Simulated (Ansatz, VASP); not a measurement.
# Hg: VASP beside Ansatz

```
Hg
1.0
     5.92202    0.00000    0.00000
    -2.96101    5.12862    0.00000
     0.00000    0.00000    3.49529
Hg
3
Direct
  0.00000 0.50000 0.66667
  0.50000 0.00000 0.00000
  0.50000 0.50000 0.33333
```

Alike in both runs: functional PBE; k mesh 6 × 6 × 4; occupations gaussian, width 0.1 eV; no spin polarisation.

Ansatz relaxed the structure, and its values are those at the end. VASP's run is a single point on that final structure, the one shown.

|  | VASP | Ansatz |
| --- | --- | --- |
| version | VASP 6.6.1 | Ansatz 0.2.0 |
| potentials or method | VASP PAW PBE potentials, release 64 (Hg), cutoff 520 eV | scalar-relativistic, plane waves, PAW |
| valence electrons in the cell | 36 | 60 |

VASP gave:

* gap on the k mesh at the Fermi level (eV): none
* pressure (GPa): 0.0

Question: Which values does Ansatz return?

Answer: gap on the k mesh at the Fermi level (eV): none; pressure (GPa): -0.1.

A gap of «none» marks a metal or a gap that the smearing closes. VASP's potentials hold 36 valence electrons a cell and Ansatz's 60, so a difference there can come from the potentials and not from the codes.

The k mesh is coarse, so the values compare programs but aren't converged. Neither program's run includes spin-orbit coupling.
